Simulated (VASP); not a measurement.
Set up this calculation in VASP 6.6.1, as the native input.

| Item | Value |
| --- | --- |
| Task | single point |
| Functional | PBEsol |
| Potentials or basis | VASP PAW PBE potentials, release 64 (Ge_d, S) |
| Cutoff | 500 eV |
| k mesh | 4 × 8 × 6 |
| Occupations | gaussian, width 0.02 eV |
| Spin | no spin polarisation |
| Dipole correction | no |
| Further INCAR settings | ALGO = Normal; EDIFF = 1e-06; NBANDS = 50 |

The structure of GeS lies in POSCAR:

```
GeS
1.0
   10.2944180572      0.0000000000      0.0000000000
    0.0000000000      3.6635358926      0.0000000000
    0.0000000000      0.0000000000      4.1488851120
Ge S
4 4
Direct
    0.1192979428      0.2500000000      0.1202295046
    0.3807020572      0.7500000000      0.6202295046
    0.6192979428      0.2500000000      0.3797704954
    0.8807020572      0.7500000000      0.8797704954
    0.8523094276      0.2500000000      0.4947079362
    0.6476905724      0.7500000000     -0.0052920638
    0.3523094276      0.2500000000      1.0052920638
    0.1476905724      0.7500000000      0.5052920638
```

The input as run:

INCAR

```
SYSTEM = GeS
ALGO = Normal ; EDIFF = 1E-6
ENCUT = 500 ; GGA = PS
GGA_COMPAT = .FALSE. ; ISIF = 2
ISMEAR = 0 ; LASPH = .TRUE.
LCHARG = .FALSE. ; LREAL = .FALSE.
LWAVE = .FALSE. ; NBANDS = 50
NELM = 120 ; PREC = Accurate
SIGMA = 0.02
```

KPOINTS

```
k-points
0
G
  4 8 6
  0 0 0
```

Potentials or basis: VASP PAW PBE potentials, release 64 (Ge_d, S).

Run with:

```sh
$ cat potpaw_PBE.64/Ge_d/POTCAR potpaw_PBE.64/S/POTCAR > POTCAR
$ mpirun -np 1 vasp_std > vasp.out
```

Results of the run:

```yaml
Pressure: -0.1 GPa
Largest_force: 0.007 eV/Å
Band_gap_on_the_k_mesh: 0.83 eV, indirect (least direct gap 1.06 eV)
```

Caveat: the PAW data sets were made with another functional, which shifts forces and pressure a little.

Run time: 6.7 min on 1 thread of Intel(R) Xeon(R) Platinum 8175M CPU @ 2.50GHz (Skylake/Cascade Lake), with other jobs on the host, peak memory 0.45 GiB.
